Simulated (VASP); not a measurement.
A run of VASP 6.6.1:

File INCAR:

```
PREC = Accurate
ENCUT = 520
EDIFF = 1E-6
ISMEAR = 0
SIGMA = 0.1
LREAL = False
LASPH = True
NELM = 60
ALGO = Normal
ISIF = 2
LWAVE = False
LCHARG = False
GGA = PE
NBANDS = 28
```

Contents of KPOINTS:

```
Automatic mesh
0
Gamma
  4 4 4
```

Contents of POSCAR:

```
LaSc2F
1.0
    3.8054277700      0.0000000000      0.0000000000
    0.0000000000      3.8054277700      0.0000000000
    0.0000000000      0.0000000000      5.2131138200
La Sc F
1 2 1
Direct
    0.0000000000      0.0000000000      0.0000000000
    0.0000000000      0.0000000000      0.5000000000
    0.5000000000      0.5000000000      0.0000000000
    0.5000000000      0.5000000000      0.5000000000
```

Potentials or basis: VASP PAW PBE potentials, release 64 (La, Sc_sv, F).

The run is started by

```sh
$ cat potpaw_PBE.64/La/POTCAR potpaw_PBE.64/Sc_sv/POTCAR potpaw_PBE.64/F/POTCAR > POTCAR
$ mpirun -np 1 vasp_std > vasp.out
```

Hardware: 1 thread of Intel(R) Xeon(R) Platinum 8259CL CPU @ 2.50GHz (Skylake/Cascade Lake), with other jobs on the host.

Question: Estimate the wall time of this run.

Answer: It took 48 s on 1 thread of Intel(R) Xeon(R) Platinum 8259CL CPU @ 2.50GHz (Skylake/Cascade Lake), on a shared host, peak memory 0.2 GiB. Counts: scf iterations 15, k points 18.
